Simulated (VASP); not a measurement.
# AlGa3Sb4 in VASP: further runs

Runs on AlGa3Sb4. Level: PBE. Tasks: single point.

Program: VASP 6.6.1. These are calculated values, not measurements. Logs are shortened: lines on timing, memory, paths and dates and some standing lists are left out, and cuts for length are marked.

## 1. The cell of the first run

The typed cell holds 8 atoms: a = 4.405 Å, b = 4.403 Å, c = 12.400 Å, α = 89.99°, β = 89.99°, γ = 90.02°.

## 2. Single point, PBE

Input file INCAR:

```
ALGO     = Normal         # electronic algorithm
EDIFF    = 1E-6           # SCF threshold, eV
ENCUT    = 500            # plane-wave cutoff, eV
GGA      = PE             # functional
GGA_COMPAT= False        
ISIF     = 2              # what is computed and relaxed
ISMEAR   = 0              # smearing method
LASPH    = True           # aspherical terms in the spheres
LCHARG   = True           # write CHGCAR
LELF     = True           # ELF
LREAL    = False          # projectors in reciprocal space
LVHAR    = True         
LWAVE    = False          # write WAVECAR
NBANDS   = 41             # bands
NELM     = 120            # most SCF steps
PREC     = Accurate       # precision mode
SIGMA    = 0.2            # smearing width, eV
```

Input file KPOINTS:

```
k-points
0
Gamma
  6 6 2
```

Input file POSCAR:

```
AlGa3Sb4
1.0
    4.4047103208     -0.0007694435      0.0002473934
   -0.0007677074      4.4034677737      0.0002020064
    0.0010843972      0.0007967760     12.4003725732
Al Ga Sb
1 3 4
Direct
    0.0004648328     -0.0001144832      0.4999918327
    0.0000593163     -0.0002082846      0.0000262751
    0.4997758466      0.5000524334      0.2495460195
    0.4997820363      0.5001459308      0.7505020594
    0.5000211359      0.0000898576      0.1248045057
   -0.0002008157      0.4999384666      0.3747979096
    0.5003458412      0.0001802454      0.6251720191
   -0.0002481935      0.4999158343      0.8751593789
```

Potentials or basis: VASP PAW PBE potentials, release 64 (Al, Ga_d, Sb).

On the command line:

```
$ cat potpaw_PBE.64/Al/POTCAR potpaw_PBE.64/Ga_d/POTCAR potpaw_PBE.64/Sb/POTCAR > POTCAR
$ mpirun -np 1 vasp_std > vasp.out
```

OUTCAR:

```text
EDIFF = 1E-6
   ENCUT = 500
   GGA = PE
   ISIF = 2
   ISMEAR = 0
   LASPH = True
   LREAL = False
   NELM = 120
   PREC = Accurate

 ion  position               nearest neighbor table
   1  0.000  1.000  0.500-   6 2.69   6 2.69   7 2.69   7 2.69
   2  0.000  1.000  0.000-   8 2.69   5 2.69   5 2.69   8 2.69
   3  0.500  0.500  0.250-   5 2.69   5 2.69   6 2.69   6 2.70
   4  0.500  0.500  0.751-   8 2.69   8 2.69   7 2.69   7 2.70
   5  0.500  0.000  0.125-   3 2.69   3 2.69   2 2.69   2 2.69
   6  1.000  0.500  0.375-   1 2.69   1 2.69   3 2.69   3 2.70
   7  0.500  0.000  0.625-   1 2.69   1 2.69   4 2.69   4 2.70
   8  1.000  0.500  0.875-   4 2.69   4 2.69   2 2.69   2 2.69

  LATTYP: Found a triclinic cell.
 ALAT       =     4.4047103950
 B/A-ratio  =     2.9877175378
 C/A-ratio  =     0.9997179043
 COS(alpha) =     0.0000130630
 COS(beta)  =     0.0003490255
 COS(gamma) =     0.3348389754

  Lattice vectors:

 A1 = (   4.4047103208,  -0.0007694435,   0.0002473934)
 A2 = (   4.4057947180,   0.0000273325,  12.4006199666)
 A3 = (   0.0007677074,  -4.4034677737,  -0.0002020064)

Analysis of symmetry for initial positions (statically):
=====================================================================
 Subroutine PRICEL returns:
 Original cell was already a primitive cell.

 Routine SETGRP: Setting up the symmetry group for a
 triclinic supercell.

 Subroutine GETGRP returns: Found  1 space group operations
 (whereof  1 operations were pure point group operations)
 out of a pool of  2 trial point group operations.

The static configuration has the point symmetry C_1 .

Analysis of symmetry for dynamics (positions and initial velocities):
=====================================================================
 Subroutine PRICEL returns:
 Original cell was already a primitive cell.

 Routine SETGRP: Setting up the symmetry group for a
 triclinic supercell.

 Subroutine GETGRP returns: Found  1 space group operations
 (whereof  1 operations were pure point group operations)
 out of a pool of  2 trial point group operations.

The dynamic configuration has the point symmetry C_1 .

 Subroutine INISYM returns: Found  1 space group operations
 (whereof  1 operations are pure point group operations),
 and found     1 'primitive' translations

----------------------------------------------------------------------------------------

                                     Primitive cell

  volume of cell :     240.5176

  direct lattice vectors                    reciprocal lattice vectors
     4.404710321 -0.000769444  0.000247393     0.227029694  0.000039582 -0.000019856
    -0.000767707  4.403467774  0.000202006     0.000039671  0.227093755 -0.000014595
     0.001084397  0.000796776 12.400372573    -0.000004530 -0.000003700  0.080642739

  length of vectors
     4.404710395  4.403467845 12.400372646     0.227029698  0.227093759  0.080642739

  position of ions in fractional coordinates (direct lattice)
     0.000464833  0.999885517  0.499991833
     0.000059316  0.999791715  0.000026275
     0.499775847  0.500052433  0.249546020
     0.499782036  0.500145931  0.750502059
     0.500021136  0.000089858  0.124804506
     0.999799184  0.499938467  0.374797910
     0.500345841  0.000180245  0.625172019
     0.999751807  0.499915834  0.875159379

  ion indices of the primitive-cell ions
   primitive index   ion index
                 1           1
                 2           2
                 3           3
                 4           4
                 5           5
                 6           6
                 7           7
                 8           8

----------------------------------------------------------------------------------------

 KPOINTS: k-points

Automatic generation of k-mesh.
 Grid dimensions read from file:
 generate k-points for:    6    6    2

 Generating k-lattice:

  Cartesian coordinates                     Fractional coordinates (reciprocal lattice)
     0.037838282  0.000006597 -0.000003309     0.166666667 -0.000000000  0.000000000
     0.000006612  0.037848959 -0.000002433     0.000000000  0.166666667  0.000000000
    -0.000002265 -0.000001850  0.040321369    -0.000000000  0.000000000  0.500000000

  Length of vectors
     0.037838283  0.037848960  0.040321370

  Shift w.r.t. Gamma in fractional coordinates (k-lattice)
     0.000000000  0.000000000  0.000000000

 Subroutine IBZKPT returns following result:
 ===========================================

 Found     40 irreducible k-points:

 Following reciprocal coordinates:
            Coordinates               Weight
  0.000000  0.000000  0.000000      1.000000
  0.166667 -0.000000 -0.000000      2.000000
  0.333333 -0.000000 -0.000000      2.000000
  0.500000 -0.000000  0.000000      1.000000
 -0.000000  0.166667  0.000000      2.000000
  0.166667  0.166667 -0.000000      2.000000
[... 16 lines left out ...]
  0.333333  0.000000  0.500000      2.000000
  0.500000  0.000000  0.500000      1.000000
 [... further k-points ...]
   k-points           NKPTS =     40   k-points in BZ     NKDIM =     40   number of bands    NBANDS=     41
   number of dos      NEDOS =    301   number of ions     NIONS =      8
   total plane-waves  NPLWV =  92160
   dimension x,y,z NGX =    32 NGY =   32 NGZ =   90
   dimension x,y,z NGXF=    64 NGYF=   64 NGZF=  180
   ions per type =               1   3   4
   NGX,Y,Z   is equivalent  to a cutoff of  12.08, 12.08, 12.07 a.u.
   NGXF,Y,Z  is equivalent  to a cutoff of  24.16, 24.16, 24.13 a.u.
 SYSTEM =  unknown system
   PREC   = accura    normal or accurate (medium, high low for compatibility)
   ISTART =      0    job   : 0-new  1-cont  2-samecut
   ICHARG =      2    charge: 1-file 2-atom 10-const
   ISPIN  =      1    spin polarized calculation?
   LNONCOLLINEAR =      F non collinear calculations
   LSORBIT =      F    spin-orbit coupling
   LASPH  =      T    aspherical Exc in radial PAW
   ENCUT  =  500.0 eV  36.75 Ry    6.06 a.u.   8.03  8.03 22.61*2*pi/ulx,y,z
   NELM   =    120;   NELMIN=  2; NELMDL= -5     # of ELM steps
   EDIFF  = 0.1E-05   stopping-criterion for ELM
   LREAL  =      F    real-space projection
   EDIFFG = 0.1E-04   stopping-criterion for IOM
   NSW    =      0    number of steps for IOM
   IBRION =     -1    ionic relax: 0-MD 1-quasi-New 2-CG
   NFREE  =      0    steps in history (QN), initial steepest desc. (CG)
   ISIF   =      2    stress and relaxation
   ISYM   =      2    0-nonsym 1-usesym 2-fastsym
   POTIM  = 0.5000    time-step for ionic-motion
   TEBEG  =    0.0;   TEEND  =   0.0 temperature during run
   PSTRESS=    0.0 pullay stress
   NELECT =      62.0000    total number of electrons
   NUPDOWN=      -1.0000    fix difference up-down
   EMIN   =  10.00;   EMAX   =-10.00  energy-range for DOS
   EFERMI =   0.00;   METHOD = LEGACY
   ISMEAR =     0;   SIGMA  =   0.20  broadening in eV -4-tet -1-fermi 0-gaus
   EFERMI_NEDOS =   21; number of points for ismear=-14 and -15
   IALGO  =     38    algorithm
   IMIX   =      4    mixing-type and parameters
     AMIX     =   0.40;   BMIX     =  1.00
     AMIX_MAG =   1.60;   BMIX_MAG =  1.00
  volume/ion in A,a.u.               =      30.06       202.89
  Fermi-wavevector in a.u.,A,eV,Ry     =   1.041893  1.968892 14.769681  1.085541
  Thomas-Fermi vector in A             =   2.176534
   LORBIT       =      0    0 simple, 1 ext, 2 COOP (PROOUT), +10 PAW based schemes
   GGA     = PE    functional components
   LHFCALC =     F    Hartree Fock is set to
   AEXX    =    0.0000 exact exchange contribution
   IVDW    =     0    specifies the selected vdW correction
   LEPSILON=     F    determine dielectric tensor
   LRPA    =     F    only Hartree local field effects (RPA)
 non-spin polarized calculation
 Gauss-broadening in eV      SIGMA  =   0.20
  energy-cutoff  :      500.00
  volume of cell :      240.52
 maximum number of plane-waves:      6152
   NGX = 17   NGY = 17   NGZ = 45

 number of electron      62.0000012 magnetization

 Free energy of the ion-electron system (eV)
  ---------------------------------------------------
  ext. energy  EPLUGINS =         0.00000000
  ---------------------------------------------------
  free energy    TOTEN  =       -30.28340553 eV

  energy without entropy =      -30.27615781  energy(sigma->0) =      -30.27978167

 E-fermi :   4.5111     XC(G=0):  -8.7799

 val. band max:        4.4439326343   @ k =   0.0000   0.0000   0.0000
 cond. band min:       4.7307032192   @ k =  -0.0000   0.5000  -0.0000
 fundamental gap:      0.2867705849
 Fermi energy:         4.5110681775

 k-point     1 :       0.0000    0.0000    0.0000
  band No.  band energies     occupation
      1     -10.5091      2.00000
      2     -10.5003      2.00000
      3     -10.4806      2.00000
      4     -10.4763      2.00000
      5     -10.4762      2.00000
      6     -10.4725      2.00000
[... 33 lines left out ...]
     40       7.2536      0.00000
     41       7.2553      0.00000

 k-point     2 :       0.1667   -0.0000   -0.0000
  band No.  band energies     occupation
      1     -10.5070      2.00000
      2     -10.4990      2.00000
      3     -10.4820      2.00000
      4     -10.4789      2.00000
      5     -10.4753      2.00000
      6     -10.4724      2.00000
[... 33 lines left out ...]
     40       7.5640      0.00000
     41       8.1487      0.00000

 k-point     3 :       0.3333   -0.0000   -0.0000
  band No.  band energies     occupation
      1     -10.5033      2.00000
      2     -10.4982      2.00000
      3     -10.4889      2.00000
      4     -10.4816      2.00000
      5     -10.4731      2.00000
      6     -10.4724      2.00000
[... 33 lines left out ...]
     40       8.4676      0.00000
     41       8.5348      0.00000

 k-point     4 :       0.5000   -0.0000    0.0000
  band No.  band energies     occupation
      1     -10.5014      2.00000
      2     -10.4987      2.00000
      3     -10.4934      2.00000
      4     -10.4820      2.00000
      5     -10.4724      2.00000
      6     -10.4717      2.00000
[... 825 lines left out ...]
     40       8.0025      0.00000
     41       8.1307      0.00000

 k-point    23 :       0.3333    0.0000    0.5000
  band No.  band energies     occupation
      1     -10.5034      2.00000
      2     -10.4980      2.00000
      3     -10.4890      2.00000
      4     -10.4816      2.00000
      5     -10.4732      2.00000
      6     -10.4723      2.00000
[... 33 lines left out ...]
     40       8.4156      0.00000
     41       8.5549      0.00000

 k-point    24 :       0.5000    0.0000    0.5000
  band No.  band energies     occupation
      1     -10.5014      2.00000
      2     -10.4987      2.00000
      3     -10.4934      2.00000
      4     -10.4820      2.00000
      5     -10.4723      2.00000
      6     -10.4717      2.00000
[... 33 lines left out ...]
     40       8.3401      0.00000
     41       8.3917      0.00000

 [... further k-points ...]
[... 5 lines left out ...]
  --------------------------------------------------------------------------------------
  -------------------------------------------------------------------------------------
  Total        0.1307795      0.1527874      0.1279325      0.0107037     -0.0010292     -0.0051345
  in kB        0.8711710      1.0177739      0.8522059      0.0713014     -0.0068559     -0.0342029
  external PRESSURE =       0.9137169 kB  Pullay stress =       0.0000000 kB

 VOLUME and BASIS-vectors are now :
 -----------------------------------------------------------------------------
  energy-cutoff  :      500.00
  volume of cell :      240.52
      direct lattice vectors                 reciprocal lattice vectors
     4.404710321 -0.000769444  0.000247393     0.227029694  0.000039582 -0.000019856
    -0.000767707  4.403467774  0.000202006     0.000039671  0.227093755 -0.000014595
     0.001084397  0.000796776 12.400372573    -0.000004530 -0.000003700  0.080642739

 POSITION                                       TOTAL-FORCE (eV/Angst)
 -----------------------------------------------------------------------------------
      0.00182      4.40336      6.20029        -0.003148      0.001289      0.002105
     -0.00051      4.40255      0.00053        -0.000186      0.002776     -0.002157
      2.20125      2.20178      3.09469         0.000817      0.000663      0.004490
      2.20182      2.20259      9.30673         0.000554      0.000372     -0.008392
      2.20258      0.00011      1.54775        -0.000410     -0.001394     -0.002457
      4.40385      2.20099      4.64798         0.001027     -0.000489     -0.014668
      2.20456      0.00091      7.75249        -0.000006     -0.001528      0.014482
      4.40418      2.20129     10.85265         0.001352     -0.001689      0.006597
 -----------------------------------------------------------------------------------
    total drift:                               -0.000009      0.000012     -0.000007

  FREE ENERGIE OF THE ION-ELECTRON SYSTEM (eV)
  ---------------------------------------------------
  free  energy   TOTEN  =       -30.2834055256 eV

  energy  without entropy=      -30.2761578070  energy(sigma->0) =      -30.27978167
```

Run time: 4.6 min. Hardware: 1 thread of AMD EPYC 7R43 (Zen 3), shared host; peak memory 0.46 GiB.

What came out:

* Free energy: -30.2834 eV
* Pressure: 0.1 GPa
* Largest force: 0.015 eV/Å

Forces in eV/Å, atoms in the order of the input:
```
Al  -0.003  0.001  0.002
Ga   0.000  0.003 -0.002
Ga   0.001  0.001  0.004
Ga   0.001  0.000 -0.008
Sb   0.000 -0.001 -0.002
Sb   0.001  0.000 -0.015
Sb   0.000 -0.002  0.014
Sb   0.001 -0.002  0.007
```

Levels at points of the mesh, in eV from the Fermi level:
```
           k point  band 27  band 28  band 29  band 30  band 31  band 32  band 33  band 34  band 35  band 36
(0.00, 0.00, 0.00)    -1.59    -1.59    -0.12    -0.12    -0.11    -0.07     0.93     1.09     1.27     1.45
(0.50, 0.00, 0.00)    -1.21    -1.16    -1.14    -1.14    -1.11     0.22     0.58     1.86     2.04     3.56
(0.00, 0.50, 0.00)    -1.21    -1.16    -1.14    -1.14    -1.11     0.22     0.58     1.86     2.03     3.56
(0.50, 0.50, 0.00)    -2.96    -2.45    -2.44    -2.44    -2.43     0.79     1.14     1.21     1.21     3.49
(0.00, 0.00, 0.50)    -1.84    -0.78    -0.77    -0.67    -0.67     0.80     0.95     1.38     1.71     1.75
(0.50, 0.00, 0.50)    -2.07    -1.25    -1.18    -1.17    -1.17     1.24     1.29     1.32     1.78     3.46
(0.00, 0.50, 0.50)    -2.07    -1.25    -1.18    -1.17    -1.17     1.24     1.29     1.31     1.77     3.46
(0.50, 0.50, 0.50)    -2.82    -2.73    -2.73    -2.72    -2.72     1.70     1.90     1.91     2.01     2.02
```

Caveat: spin-orbit coupling is left out, which moves the levels of the heavy elements.

[end of part 1 of 2]
